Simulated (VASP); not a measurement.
Runs of VASP 6.6.1 on NaI. The structure is that of space group Pm-3m (No. 221), or close to it. The cells are those of the table. 

```csv
cell,gap on the mesh (eV),pressure (GPa)
"a = 4.107 Å, 2 atoms",(a),-0.3
"a = 4.171 Å, 2 atoms",2.16,-0.9
"a = 4.041 Å, 2 atoms",2.29,0.5
"a = 3.972 Å, 2 atoms",(c),(b)
"a = 3.901 Å, 2 atoms",2.46,3.0
```

Alike in all rows: task single point; level PBE; potentials or basis VASP PAW PBE potentials, release 64 (Na_pv, I); no spin polarisation; k mesh 4 × 4 × 4; cutoff (eV) 520; smearing gaussian 0.01 eV.

Estimate the missing entries.

(a) 2.22; (b) 1.6; (c) 2.37.

Caveats: spin-orbit coupling is left out, which moves the levels of the heavy elements.

A k mesh can miss the band edges, and the runs leave out spin-orbit coupling on I.
